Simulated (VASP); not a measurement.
The system is Bi.

```
Bi
1.0
     3.23762    0.00000    0.00000
     0.00000    3.23762    0.00000
     0.00000    0.00000    3.36359
Bi
1
Direct
  0.00000 0.00000 0.50000
```

* Program: VASP 6.6.1
* Task: relaxation of cell and atoms
* Functional: PBE
* Potentials or basis: VASP PAW PBE potentials, release 64 (Bi_d)
* Cutoff: 600 eV
* k mesh: 18 × 18 × 16
* Occupations: gaussian, width 0.1 eV
* Spin: no spin polarisation

At the start: pressure -0.0 GPa; volume 35.26 Å³/atom.

Question: How do energy, volume and symmetry change on relaxing?

Answer: Over 7 steps the energy falls by 9.5 meV/atom and the volume is 35.17 Å³/atom (-0.2 %); space group P4/mmm (No. 123, to 0.1 Å) before, Pm-3m (No. 221, to 0.1 Å).

Step by step:
```
step  energy change (eV)  largest force (eV/Å)  pressure (GPa)  volume (Å³)
   1              0.0000                0.0000           -0.03        35.26
   2             -0.0093                0.0000           -0.08        35.21
   3             -0.0095                0.0000           -0.08        35.21
   4             -0.0095                0.0000           -0.08        35.22
   5             -0.0095                0.0000            0.07        35.12
   6             -0.0095                0.0000            0.05        35.15
   7             -0.0095                0.0000            0.02        35.17
```

Final structure:
```
Bi
1.0
     3.27192    0.00000    0.00000
     0.00000    3.27192    0.00000
     0.00000    0.00000    3.28550
Bi
1
Direct
  0.00000 0.00000 0.50000
```
